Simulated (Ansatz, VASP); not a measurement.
MgO: VASP beside Ansatz

File INCAR:

```
PREC = Accurate ; ENCUT = 600
EDIFF = 1E-6 ; ISMEAR = 0
SIGMA = 0.05 ; LREAL = False
LASPH = True ; NELM = 120
ALGO = Normal ; ISIF = 2
LWAVE = False ; LCHARG = False
GGA = PE ; NBANDS = 11
GGA_COMPAT = False
```

Contents of KPOINTS:

```
Automatic mesh
0
Gamma
  10 10 10
```

Contents of POSCAR:

```
MgO
1.0
    0.0000000000      2.1351500000      2.1351500000
    2.1351500000      0.0000000000      2.1351500000
    2.1351500000      2.1351500000      0.0000000000
Mg O
1 1
Direct
    0.0000000000      0.0000000000      0.0000000000
    0.5000000000      0.5000000000      0.5206983930
```

Input for Ansatz:

```yaml
crystal:
  lattice:
    - [0.0, 2.13515, 2.13515]
    - [2.13515, 0.0, 2.13515]
    - [2.13515, 2.13515, 0.0]
  atoms:
    - { symbol: Mg, position: [0.0, 0.0, 0.0] }
    - { symbol: O, position: [0.5, 0.5, 0.520698393] }
basis:
  ecutwfc: 420
kpoints:
  mp_grid: { grid: [10, 10, 10] }
hamiltonian:
  xc: pbe
scf:
  occupations: { method: gaussian, width: 0.05 }
output:
  forces: true
  stress: true
  eigenvalues: true
  write_density: true
  write_potential: true
  elf: true
  volumetric_format: npy
```

Change from the starting cell: all O atoms moved +0.062 Å, as atom 2 along Cartesian [1 1 0].

Alike in both runs: task single point; functional PBE; k mesh 10 × 10 × 10; occupations gaussian, width 0.05 eV; no spin polarisation.

|  | VASP | Ansatz |
| --- | --- | --- |
| version | VASP 6.6.1 | Ansatz 0.2.0 |
| potentials or method | VASP PAW PBE potentials, release 64 (Mg, O), cutoff 600 eV | scalar-relativistic, plane waves, PAW |
| valence electrons in the cell | 8 | 16 |

Ansatz gave:

```
gap on the k mesh at the Fermi level (eV)                     : 4.35
least direct gap on the mesh (eV)                             : 4.35
pressure (GPa)                                                : -1.4
traceless stress, the component that is largest in VASP (GPa) : -0.40
rms of the force components (eV/Å)                            : 0.161
```

Question: Estimate VASP's values.

Answer: gap on the k mesh at the Fermi level (eV): 4.34; least direct gap on the mesh (eV): 4.34; pressure (GPa): -2.4; traceless stress, the component that is largest in VASP (GPa): -0.40; rms of the force components (eV/Å): 0.164.

Atom by atom the forces differ by 0.002 eV/Å (rms over components). The functional is the same, so the differences come from potentials, cutoffs and numerics. VASP's potentials hold 8 valence electrons a cell and Ansatz's 16, so a difference there can come from the potentials and not from the codes.
